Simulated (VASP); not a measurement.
A run of VASP 6.6.1:

Contents of POSCAR:

```
BN
1.0
    2.4982400000      0.0000000000      0.0000000000
   -1.2491200000      2.1635393048      0.0000000000
    0.0000000000      0.0000000000      6.6357000000
N B
2 2
Direct
    0.6666666667      0.3333333333      0.2500000000
    0.3333333333      0.6666666667      0.7500000000
    0.6666666667      0.3333333333      0.7500000000
    0.3333333333      0.6666666667      0.2500000000
```

The input INCAR.step1:

```
ALGO = Normal
EDIFF = 1E-4
ENCUT = 520
GGA = PE
ISMEAR = -1
LASPH = True
LCHARG = False
LREAL = False
LWAVE = True
NBANDS = 16
NELM = 60
PREC = Accurate
SIGMA = 0.05
```

Contents of INCAR.step2:

```
ALGO = Normal
EDIFF = 1E-6
ENCUT = 520
ISIF = 2
ISMEAR = -1
ISTART = 1
LASPH = True
LCHARG = False
LMIXTAU = True
LREAL = False
LWAVE = False
METAGGA = R2SCAN
NBANDS = 16
NELM = 60
PREC = Accurate
SIGMA = 0.05
```

File KPOINTS:

```
k-points
0
Gamma
  7 7 3
```

Potentials or basis: VASP PAW PBE potentials, release 64 (N, B).

Command:

```console
$ cat potpaw_PBE.64/N/POTCAR potpaw_PBE.64/B/POTCAR > POTCAR
$ cp INCAR.step1 INCAR
$ mpirun -np 1 vasp_std > vasp.out
$ cp INCAR.step2 INCAR
$ mpirun -np 1 vasp_std > vasp.out
```

Hardware: 1 thread of Intel(R) Xeon(R) Platinum 8488C (Sapphire Rapids), with other jobs on the host.

Estimate the wall time of this run.

It took 40 s on 1 thread of Intel(R) Xeon(R) Platinum 8488C (Sapphire Rapids), with other jobs on the host, peak memory 0.15 GiB. Counts: k points 16.
